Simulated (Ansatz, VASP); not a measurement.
## One calculation of Ga3Sb, two programs

```
Ga Sb
1.0
    -2.15749    2.15749    4.21272
     2.15749   -2.15749    4.21272
     2.15749    2.15749   -4.21272
Ga Sb
3 1
Direct
  0.75000 0.25000 0.50000
  0.25000 0.75000 0.50000
  0.50000 0.50000 0.00000
  0.00000 0.00000 0.00000
```

Alike in both runs: task single point; functional PBEsol; dispersion D3(BJ); k mesh 14 × 14 × 14; occupations gaussian, width 0.15 eV; no spin polarisation.

|  | VASP | Ansatz |
| --- | --- | --- |
| version | VASP 6.6.1 | Ansatz 0.2.0 |
| potentials or method | VASP PAW PBE potentials, release 64 (Ga_d, Sb), cutoff 520 eV | scalar-relativistic, plane waves, PAW |
| valence electrons in the cell | 44 | 54 |

Ansatz gave:

```
gap on the k mesh at the Fermi level (eV)                     : none
pressure (GPa)                                                : 0.1
traceless stress, the component that is largest in VASP (GPa) : -0.28
```

Q: What did VASP give for the same quantities?

A: gap on the k mesh at the Fermi level (eV): none; pressure (GPa): 0.2; traceless stress, the component that is largest in VASP (GPa): -0.28.

VASP's potentials were made for PBE, not for PBEsol, and Ansatz warns of the same on its side. A gap of «none» marks a metal or a gap that the smearing closes. VASP's potentials hold 44 valence electrons a cell and Ansatz's 54, so a difference there can come from the potentials and not from the codes.

Spin-orbit coupling is off throughout.
